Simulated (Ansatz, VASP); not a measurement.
# Ge: VASP beside Ansatz

```xyz
12
Lattice="6.0171 0.0000 0.0000 0.0000 6.0171 0.0000 0.0000 0.0000 7.1421" Properties=species:S:1:pos:R:3 pbc="T T T"
Ge    0.5229    0.5229    0.0000
Ge    2.4856    3.5315    5.3566
Ge    5.4942    5.4942    3.5711
Ge    3.5315    2.4856    1.7855
Ge    1.0238    2.2284    1.7959
Ge    0.7802    4.0323    7.1525
Ge    4.9934    3.7887    5.3670
Ge    5.2370    1.9848    3.5814
Ge    4.0323    0.7802   -0.0103
Ge    3.7887    4.9934    1.7752
Ge    1.9848    5.2370    3.5607
Ge    2.2284    1.0238    5.3463
```

Alike in both runs: functional PBE; k mesh 6 × 6 × 4; occupations gaussian, width 0.02 eV; no spin polarisation.

Ansatz relaxed the structure, and its values are those at the end. VASP's run is a single point on that final structure, the one shown.

|  | VASP | Ansatz |
| --- | --- | --- |
| version | VASP 6.6.1 | Ansatz 0.2.0 |
| potentials or method | VASP PAW PBE potentials, release 64 (Ge_d), cutoff 520 eV | scalar-relativistic, plane waves, PAW |
| valence electrons in the cell | 168 | 168 |

|  | VASP | Ansatz | Ansatz less VASP |
| --- | --- | --- | --- |
| gap on the k mesh at the Fermi level (eV) | 0.35 | 0.35 | -0.001 |
| least direct gap on the mesh (eV) | 0.35 | 0.35 | -0.001 |
| pressure (GPa) | 0.0 | 0.0 | +0.05 |

With one functional, cell and mesh, what is left measures potentials, basis and numerics.
